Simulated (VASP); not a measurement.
Write the native input for VASP 6.6.1 that does the following.

- Task: single point
- Functional: PBE
- Potentials or basis: VASP PAW PBE potentials, release 64 (Ag)
- Cutoff: 520 eV
- k mesh: 15 × 15 × 15
- Occupations: fermi-dirac, width 0.05 eV
- Spin: no spin polarisation
- Dipole correction: no
- Further INCAR settings: ALGO = Normal; EDIFF = 1e-06; NBANDS = 12

The structure of Ag lies in POSCAR:

```
Ag
1.0
    0.0204310000      2.0533155000      2.0533155000
    2.0533155000      0.0204310000      2.0533155000
    2.0533155000      2.0533155000      0.0204310000
Ag
1
Direct
    0.0000000000      0.0000000000      0.0000000000
```

This cell differs from its parent crystal: equal xy, yz and zx shear strains of +1 %.

The input as run:

INCAR

```
ALGO = Normal
EDIFF = 1E-6
ENCUT = 520
GGA = PE
ISIF = 2
ISMEAR = -1
LASPH = True
LCHARG = False
LREAL = False
LWAVE = False
NBANDS = 12
NELM = 80
PREC = Accurate
SIGMA = 0.05
```

KPOINTS

```
k-points
0
Gamma
  15 15 15
```

Potentials or basis: VASP PAW PBE potentials, release 64 (Ag).

Run with:

```console
$ cat potpaw_PBE.64/Ag/POTCAR > POTCAR
$ mpirun -np 1 vasp_std > vasp.out
```

Results of the run:

```
Pressure : 4.4 GPa
```

Caveat: the cell differs from its parent crystal (equal xy, yz and zx shear strains of +1 %).

Wall time 18 s on 1 thread of Intel(R) Xeon(R) 6975P-C (Granite Rapids) (shared host), peak memory 0.19 GiB.
